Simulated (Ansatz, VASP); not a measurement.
Given: the input of a run of VASP 6.6.1 on CuI.

File INCAR:

```
  ALGO = Normal
  EDIFF = 1E-6
  ENCUT = 520
  GGA = PE
  ISIF = 2
  ISMEAR = 0
  LASPH = T
  LCHARG = F
  LREAL = F
  LWAVE = F
  NBANDS = 16
  NELM = 80
  PREC = Accurate
  SIGMA = 0.026000000000000002
```

The input KPOINTS:

```
k-points
0
Gamma
  8 8 8
```

The input POSCAR:

```
CuI
1.0
    0.0000000000      3.0315000000      3.0315000000
    3.0315000000      0.0000000000      3.0315000000
    3.0315000000      3.0315000000      0.0000000000
I Cu
1 1
Direct
    0.0000000000      0.0000000000      0.0000000000
    0.7500000000      0.7500000000      0.7500000000
```

Potentials or basis: VASP PAW PBE potentials, release 64 (I, Cu).

Command:

```console
$ cat potpaw_PBE.64/I/POTCAR potpaw_PBE.64/Cu/POTCAR > POTCAR
$ mpirun -np 1 vasp_std > vasp.out
```

Q: Translate it to Ansatz 0.2.0. Potentials there: all-electron LAPW, scalar-relativistic.

A: As run (the cutoff follows the program's own potentials):

File input.yaml:

```yaml
crystal:
  lattice:
    - [0.0, 3.0315, 3.0315]
    - [3.0315, 0.0, 3.0315]
    - [3.0315, 3.0315, 0.0]
  atoms:
    - { symbol: I, position: [0.0, 0.0, 0.0] }
    - { symbol: Cu, position: [0.75, 0.75, 0.75] }
kpoints:
  mp_grid: { grid: [8, 8, 8] }
scf:
  occupations: { method: gaussian, width: 0.026 }
hamiltonian:
  xc: pbe
  pseudopotentials: { kind: all_electron, lapw: { basis_error: 0.001 } }
output:
  forces: true
  stress: true
  eigenvalues: true
```

Potentials or basis: all-electron LAPW, scalar-relativistic.

Launch:

```bash
$ ansatz run input.yaml --threads 1 --pin off --max-ram 3072MiB --backend cpu --events-out ev --progress --plain --runs-dir out
```

Both were run:

|  | VASP | Ansatz | Ansatz less VASP |
| --- | --- | --- | --- |
| gap on the k mesh at the Fermi level (eV) | 1.14 | 1.12 | -0.023 |
| least direct gap on the mesh (eV) | 1.14 | 1.12 | -0.023 |
| pressure (GPa) | 0.7 | 0.3 | -0.36 |

Ansatz ran all-electron here, and VASP with PAW potentials.

Spin-orbit coupling is off throughout.
